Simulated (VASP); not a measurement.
Input of a VASP 6.6.1 run:

Contents of INCAR:

```
SYSTEM = Ta2Si
ALGO     = Fast           ! electronic algorithm
EDIFF    = 1E-6           ! SCF threshold, eV
ENCUT    = 520            ! plane-wave cutoff, eV
GGA      = PS             ! functional
ISIF     = 2              ! what is computed and relaxed
ISMEAR   = -1             ! smearing method
LASPH    = .TRUE.         ! aspherical terms in the spheres
LCHARG   = .FALSE.        ! write CHGCAR
LREAL    = .FALSE.        ! projectors in reciprocal space
LWAVE    = .FALSE.        ! write WAVECAR
NBANDS   = 35             ! bands
NELM     = 60             ! most SCF steps
PREC     = Accurate       ! precision mode
SIGMA    = 0.15           ! smearing width, eV
```

File KPOINTS:

```
k-points
0
G
  10 10 10
  0 0 0
```

File POSCAR:

```
Ta2Si
1.0
   -3.0885637574      3.0885637574      2.5381922728
    3.0885637574     -3.0885637574      2.5381922728
    3.0885637574      3.0885637574     -2.5381922728
Ta Si
4 2
Direct
    0.6627946804      0.8372053196      0.5000000000
    0.8372053196      0.3372053196      0.1744106391
    0.3372053196      0.1627946804      0.5000000000
    0.1627946804      0.6627946804      0.8255893609
    0.2500000000      0.2500000000      0.0000000000
    0.7500000000      0.7500000000      0.0000000000
```

Potentials or basis: VASP PAW PBE potentials, release 64 (Ta_pv, Si).

Run with:

```sh
$ cat potpaw_PBE.64/Ta_pv/POTCAR potpaw_PBE.64/Si/POTCAR > POTCAR
$ mpirun -np 1 vasp_std > vasp.out
```

Problem. Estimate the pressure.

Solution. -4.1 GPa.

Problem. What does it give for the band gap on the k mesh?

Solution. Zero (bands 26 and 27 overlap by 0.72 eV).

Problem. What does it give for the largest force?

Solution. 0.007 eV/Å.

Forces on the atoms (eV/Å):
```
Ta   0.005 -0.005  0.000
Ta   0.005  0.005  0.000
Ta  -0.005  0.005  0.000
Ta  -0.005 -0.005  0.000
Si   0.000  0.000  0.000
Si   0.000  0.000  0.000
```

Caveat: the cell stands under tension; the PAW data sets were made with another functional, which shifts forces and pressure a little; spin-orbit coupling is left out, which moves the levels of the heavy elements.
